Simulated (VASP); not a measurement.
# KMgF3: relaxation of cell and atoms with PBEsol

KMgF3:

```xyz
5
Lattice="4.0542 0.0000 0.0000 0.0000 4.0542 0.0000 0.0000 0.0000 4.0542" Properties=species:S:1:pos:R:3 pbc="T T T"
K     2.0271    2.0271    2.0271
Mg    0.0000    0.0000    0.0000
F     2.0271    0.0000    0.0000
F     0.0000    2.0271    0.0000
F     0.0000    0.0000    2.0271
```

```
Program                : VASP 6.6.1
Task                   : relaxation of cell and atoms
Functional             : PBEsol
Potentials or basis    : VASP PAW PBE potentials, release 64 (K_sv, Mg, F)
Cutoff                 : 600 eV
k mesh                 : 6 × 6 × 6
Occupations            : fermi-dirac, width 0.02 eV
Spin                   : no spin polarisation
Dipole correction      : no
Further INCAR settings : ALGO = Normal; EDIFF = 1e-06; IBRION = 2; EDIFFG = -0.005; NSW = 80; ISIF = 3
```

| Property | Result |
| --- | --- |
| Relaxed volume | 12.63 Å³/atom |
| Relaxed cell | a = 3.982 Å, b = 3.982 Å, c = 3.982 Å, α = 90.00°, β = 90.00°, γ = 90.00° |
| Space group after relaxing (to 0.1 Å) | Pm-3m (No. 221) |
| Energy gained by relaxing | 8.1 meV/atom |
| Ionic steps | 3 |
| Pressure after relaxing | 0.0 GPa |
| Band gap on the k mesh | 7.15 eV (least direct gap 7.47 eV) |

Step by step:
| step | energy change (eV) | largest force (eV/Å) | pressure (GPa) | volume (Å³) |
| --- | --- | --- | --- | --- |
| 1 | 0.0000 | 0.0000 | -3.53 | 66.64 |
| 2 | -0.0387 | 0.0000 | -0.80 | 63.85 |
| 3 | -0.0404 | 0.0000 | -0.02 | 63.16 |

Final structure:
```
K Mg F
1.0
     3.98238    0.00000    0.00000
     0.00000    3.98238    0.00000
     0.00000    0.00000    3.98238
K Mg F
1 1 3
Cartesian
  1.9912 1.9912 1.9912
  0.0000 0.0000 0.0000
  1.9912 0.0000 0.0000
  0.0000 1.9912 0.0000
  0.0000 0.0000 1.9912
```

Levels at points of the mesh, in eV from the valence-band top:
| k point | band 12 | band 13 | band 14 | band 15 | band 16 | band 17 | band 18 | band 19 | band 20 |
| --- | --- | --- | --- | --- | --- | --- | --- | --- | --- |
| (0.00, 0.00, 0.00) | -0.64 | -0.64 | -0.32 | -0.32 | -0.32 | 7.15 | 9.95 | 9.95 | 12.15 |
| (0.50, 0.00, 0.00) | -0.89 | -0.88 | -0.88 | -0.54 | -0.54 | 9.98 | 10.32 | 11.02 | 12.76 |
| (0.50, 0.50, 0.00) | -1.06 | -1.06 | -0.91 | -0.91 | -0.02 | 10.83 | 11.60 | 12.47 | 12.47 |
| (0.50, 0.50, 0.50) | -1.13 | -1.13 | 0.00 | 0.00 | 0.00 | 10.32 | 10.32 | 10.32 | 13.83 |

It took 85 s on 1 thread of Intel Xeon 8259CL (shared host), peak memory 0.2 GiB.

Caveat: the PAW data sets were made with another functional, which shifts forces and pressure a little. As with any semilocal functional, this PBEsol gap is likely too small.
